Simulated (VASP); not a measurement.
# GaN (P6_3mc) in VASP: a series of runs, part 2 of 3

VASP 6.6.1. The steps go on from the part before.

### Step 4. Relaxation of cell and atoms, LDA, target pressure 2 GPa, at which the enthalpy is minimised

The input, INCAR:

```
PREC     = Accurate       # precision mode
ENCUT    = 600            # plane-wave cutoff, eV
EDIFF    = 1E-6           # SCF threshold, eV
ISMEAR   = 0              # smearing method
SIGMA    = 0.01           # smearing width, eV
LREAL    = F              # projectors in reciprocal space
LASPH    = T              # aspherical terms in the spheres
NELM     = 80             # most SCF steps
ALGO     = Normal         # electronic algorithm
ISIF     = 3              # what is computed and relaxed
LWAVE    = F              # write WAVECAR
LCHARG   = F              # write CHGCAR
IBRION   = 2              # ionic algorithm
NSW      = 100            # ionic steps
EDIFFG   = -0.002         # ionic threshold
PSTRESS  = 20.0
```

The input, KPOINTS:

```
regular mesh
0
Gamma
  8 8 4
```

The input, POSCAR:

```
GaN
1.0
    3.1518145789      0.0000000000      0.0000000000
   -1.5759072894      2.7295514933      0.0000000000
    0.0000000000      0.0000000000      5.1383977941
Ga N
2 2
Direct
    0.3333333333      0.6666666667     -0.0007042243
    0.6666666667      0.3333333333      0.4992957757
    0.3333333333      0.6666666667      0.3757042243
    0.6666666667      0.3333333333      0.8757042243
```

On the command line:

```
$ cat potpaw_LDA.64/Ga_d/POTCAR potpaw_LDA.64/N/POTCAR > POTCAR
$ mpirun -np 1 vasp_std > vasp.out
```

It took 81 s on 1 thread of Intel Xeon Platinum 8488C (Sapphire Rapids), shared host; peak memory 0.18 GiB.

The run converged. Its results:

```
Free energy                                                : -27.9081 eV
Relaxed volume                                             : 11.00 Å³/atom
Relaxed cell                                               : a = 3.147 Å, b = 3.147 Å, c = 5.130 Å, α = 90.00°, β = 90.00°, γ = 120.00°
Space group after relaxing (to 0.1 Å)                      : P6_3mc (No. 186)
Energy change on relaxing (the run minimises the enthalpy) : +0.5 meV/atom
Ionic steps                                                : 8
Pressure after relaxing                                    : 2.0 GPa
Band gap on the k mesh                                     : 2.18 eV
```

Step by step:
| step | energy change (eV) | largest force (eV/Å) | pressure (GPa) | volume (Å³) |
| --- | --- | --- | --- | --- |
| 1 | 0.0000 | 0.0016 | 1.01 | 44.21 |
| 2 | 0.0055 | 0.0006 | 3.18 | 43.77 |
| 3 | 0.0020 | 0.0012 | 1.97 | 43.99 |
| 4 | 0.0021 | 0.0011 | 2.08 | 43.98 |
| 5 | 0.0017 | 0.0005 | 1.87 | 44.02 |
| 6 | 0.0020 | 0.0008 | 2.28 | 44.00 |
| 7 | 0.0018 | 0.0004 | 1.74 | 44.01 |
| 8 | 0.0019 | 0.0009 | 1.99 | 44.00 |

Final structure:
```
CELL_PARAMETERS angstrom
3.14705 0.00000 0.00000
-1.57353 2.72543 0.00000
0.00000 0.00000 5.13035
ATOMIC_POSITIONS crystal
Ga 0.33333 0.66667 0.99931
Ga 0.66667 0.33333 0.49931
N 0.33333 0.66667 0.37569
N 0.66667 0.33333 0.87569
```

Levels at points of the mesh, in eV from the valence-band top:
| k point | band 14 | band 15 | band 16 | band 17 | band 18 | band 19 | band 20 | band 21 | band 22 |
| --- | --- | --- | --- | --- | --- | --- | --- | --- | --- |
| (0.00, 0.00, 0.00) | -1.09 | -1.09 | -0.05 | 0.00 | 0.00 | 2.18 | 4.41 | 9.24 | 9.93 |
| (0.50, 0.00, 0.00) | -5.48 | -4.43 | -2.90 | -2.36 | -1.06 | 5.01 | 5.69 | 6.01 | 8.76 |
| (0.00, 0.00, 0.50) | -3.93 | -0.56 | -0.56 | -0.56 | -0.56 | 4.44 | 4.44 | 8.49 | 8.49 |
| (0.50, 0.00, 0.50) | -6.88 | -2.06 | -2.06 | -2.00 | -2.00 | 4.40 | 4.40 | 7.84 | 7.84 |

Caveat: the cell is relaxed towards a set pressure, so the run minimises the enthalpy, not the energy.

### Step 5. Relaxation of cell and atoms, LDA, target pressure 4 GPa, at which the enthalpy is minimised

INCAR, as its differences from that of step 4:

```diff
@@ -7,3 +7,3 @@
 LASPH    = T              # aspherical terms in the spheres
-NELM     = 80             # most SCF steps
+NELM     = 60             # most SCF steps
 ALGO     = Normal         # electronic algorithm
@@ -12,2 +12,3 @@
 LCHARG   = F              # write CHGCAR
+GGA      = CA             # functional
 IBRION   = 2              # ionic algorithm
@@ -15,2 +16,2 @@
 EDIFFG   = -0.002         # ionic threshold
-PSTRESS  = 20.0
+PSTRESS  = 40.0
```

The input, KPOINTS:

```
Automatic mesh
0
Gamma
  8 8 4
```

POSCAR is that of step 4.

Potentials or basis: VASP PAW LDA potentials, release 64 (Ga_d, N).

On the command line:

```
$ cat potpaw_LDA.64/Ga_d/POTCAR potpaw_LDA.64/N/POTCAR > POTCAR
$ mpirun -np 1 vasp_std > vasp.out
```

OUTCAR:

```text
PREC = Accurate
   ENCUT = 600
   EDIFF = 1E-6
   ISMEAR = 0
   LREAL = F
   LASPH = T
   NELM = 60
   ISIF = 3
   GGA = CA
   IBRION = 2
   NSW = 100
   EDIFFG = -0.002
   PSTRESS = 40.0

 ion  position               nearest neighbor table
   1  0.333  0.667  0.999-   4 1.93   4 1.93   4 1.93   3 1.93
   2  0.667  0.333  0.499-   3 1.93   3 1.93   3 1.93   4 1.93
   3  0.333  0.667  0.376-   2 1.93   2 1.93   2 1.93   1 1.93
   4  0.667  0.333  0.876-   1 1.93   1 1.93   1 1.93   2 1.93

  LATTYP: Found a hexagonal cell.
 ALAT       =     3.1518145789
 C/A-ratio  =     1.6302982506

  Lattice vectors:

 A1 = (   3.1518145789,   0.0000000000,   0.0000000000)
 A2 = (  -1.5759072894,   2.7295514933,   0.0000000000)
 A3 = (   0.0000000000,   0.0000000000,   5.1383977941)

Analysis of symmetry for initial positions (statically):
=====================================================================
 Subroutine PRICEL returns:
 Original cell was already a primitive cell.

 Routine SETGRP: Setting up the symmetry group for a
 hexagonal supercell.

[... 176 lines left out ...]
------------------------ aborting loop because EDIFF is reached ----------------------------------------

  FORCE on cell =-STRESS in cart. coord.  units (eV):
  Direction    XX          YY          ZZ          XY          YZ          ZX
  --------------------------------------------------------------------------------------
  -------------------------------------------------------------------------------------
  Total        0.2813949      0.2813949      0.2732625      0.0000000      0.0000000      0.0000000
  in kB       10.1987534     10.1987534      9.9040076      0.0000000      0.0000000      0.0000000
  external PRESSURE =     -29.8994952 kB  Pullay stress =      40.0000000 kB
[... 147 lines left out ...]
--------------------------------------- Ionic step        5  -------------------------------------------

 number of electron      35.9999989 magnetization

 Free energy of the ion-electron system (eV)
  ---------------------------------------------------
  ext. energy  EPLUGINS =         0.00000000
  ---------------------------------------------------
  free energy    TOTEN  =       -27.90056876 eV

  energy without entropy =      -27.90056876  energy(sigma->0) =      -27.90056876

 E-fermi :   5.6579     XC(G=0): -12.3742

 val. band max:        5.6017376472   @ k =   0.0000   0.0000   0.0000
 cond. band min:       7.8408259824   @ k =   0.0000   0.0000   0.0000
 fundamental gap:      2.2390883352
 Fermi energy:         5.6578836084

 k-point     1 :       0.0000    0.0000    0.0000
  band No.  band energies     occupation
      1     -10.6684      2.00000
      2      -9.6381      2.00000
      3      -8.0036      2.00000
      4      -7.9855      2.00000
      5      -7.9855      2.00000
      6      -7.9154      2.00000
[... 589 lines left out ...]
     21      13.5783      0.00000
     22      13.5783      0.00000

 [... further k-points ...]

------------------------ aborting loop because EDIFF is reached ----------------------------------------

  FORCE on cell =-STRESS in cart. coord.  units (eV):
  Direction    XX          YY          ZZ          XY          YZ          ZX
  --------------------------------------------------------------------------------------
  -------------------------------------------------------------------------------------
  Total        1.0827441      1.0827441      1.0913945      0.0000000      0.0000000      0.0000000
  in kB       39.7939940     39.7939940     40.1119223      0.0000000      0.0000000      0.0000000
  external PRESSURE =      -0.1000299 kB  Pullay stress =      40.0000000 kB
[... 23 lines left out ...]
  energy  without entropy=      -27.9005687634  energy(sigma->0) =      -27.90056876

  enthalpy is  TOTEN    =       -26.8122195176 eV   P V=        1.0883492458

 reached required accuracy - stopping structural energy minimisation
```

OSZICAR:

```text
N       E                     dE             d eps       ncg     rms          rms(c)
DAV:   1     0.290685401125E+03    0.29069E+03   -0.20084E+04  1372   0.333E+03
DAV:   2     0.514525104868E+01   -0.28554E+03   -0.27659E+03  1456   0.572E+02
DAV:   3    -0.307999735775E+02   -0.35945E+02   -0.35689E+02  1518   0.161E+02
[... 40 lines left out ...]
       N       E                     dE             d eps       ncg     rms          rms(c)
DAV:   1    -0.279005764547E+02    0.19580E-03   -0.44318E-04  1884   0.329E-01    0.196E-02
DAV:   2    -0.279005705191E+02    0.59357E-05   -0.44101E-05  1928   0.128E-01    0.844E-03
DAV:   3    -0.279005688455E+02    0.16735E-05   -0.40538E-06  1246   0.491E-02    0.224E-03
DAV:   4    -0.279005687634E+02    0.82132E-07   -0.17853E-06   870   0.126E-02
   5 F= -.26812220E+02 E0= -.26812220E+02  d E =-.335201E-05
```

It took 66 s on 1 thread of Intel Xeon Platinum 8488C (Sapphire Rapids), shared host; peak memory 0.18 GiB.

What came out:

```
Free energy                                                : -27.9006 eV
Relaxed volume                                             : 10.90 Å³/atom
Relaxed cell                                               : a = 3.137 Å, b = 3.137 Å, c = 5.114 Å, α = 90.00°, β = 90.00°, γ = 120.00°
Space group after relaxing (to 0.1 Å)                      : P6_3mc (No. 186)
Energy change on relaxing (the run minimises the enthalpy) : +2.4 meV/atom
Ionic steps                                                : 5
Pressure after relaxing                                    : 4.0 GPa
Band gap on the k mesh                                     : 2.24 eV
```

The path:
```csv
step,energy change (eV),largest force (eV/Å),pressure (GPa),volume (Å³)
1,0.0000,0.0016,1.01,44.21
2,0.0344,0.0053,7.57,42.90
3,0.0095,0.0034,4.02,43.59
4,0.0092,0.0033,3.74,43.60
5,0.0094,0.0006,3.99,43.59
```

Final structure:
```
CELL_PARAMETERS angstrom
3.13725 0.00000 0.00000
-1.56863 2.71694 0.00000
0.00000 0.00000 5.11434
ATOMIC_POSITIONS crystal
Ga 0.33333 0.66667 0.99933
Ga 0.66667 0.33333 0.49933
N 0.33333 0.66667 0.37567
N 0.66667 0.33333 0.87567
```

Levels at points of the mesh, in eV from the valence-band top:
```tsv
k point	band 14	band 15	band 16	band 17	band 18	band 19	band 20	band 21	band 22
(0.00, 0.00, 0.00)	-1.10	-1.10	-0.06	0.00	0.00	2.24	4.48	9.30	9.98
(0.50, 0.00, 0.00)	-5.51	-4.47	-2.94	-2.39	-1.07	5.04	5.73	6.05	8.84
(0.00, 0.00, 0.50)	-3.95	-0.57	-0.57	-0.57	-0.57	4.50	4.50	8.54	8.54
(0.50, 0.00, 0.50)	-6.93	-2.08	-2.08	-2.02	-2.02	4.43	4.43	7.90	7.90
```

Caveat: the cell is relaxed towards a set pressure, so the run minimises the enthalpy, not the energy. Zero-point motion and thermal expansion aren't in these numbers.

(Part 2 of 3 ends here.)
